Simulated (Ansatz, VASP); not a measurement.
One calculation of AlP, two programs

```
Al P
1.0
     0.00000    2.73913    2.73913
     2.73913    0.00000    2.73913
     2.73913    2.73913    0.00000
Al P
1 1
Direct
  0.00000 0.00000 0.00000
  0.25000 0.25000 0.25000
```

Alike in both runs: task single point; functional HSE06; k mesh 8 × 8 × 8; occupations fermi-dirac, width 0.02 eV; no spin polarisation.

|  | VASP | Ansatz |
| --- | --- | --- |
| version | VASP 6.6.1 | Ansatz 0.2.0 |
| potentials or method | VASP PAW PBE potentials, release 64 (Al, P), cutoff 400 eV | PAW plane waves |
| valence electrons in the cell | 8 | 8 |

|  | VASP | Ansatz | Ansatz less VASP |
| --- | --- | --- | --- |
| gap on the k mesh at the Fermi level (eV) | 2.29 | 2.28 | -0.001 |
| pressure (GPa) | -0.4 | -0.2 | +0.21 |

With one functional, cell and mesh, what is left measures potentials, basis and numerics. Ansatz's warnings: stress exchange threshold loose, stress scf threshold loose.
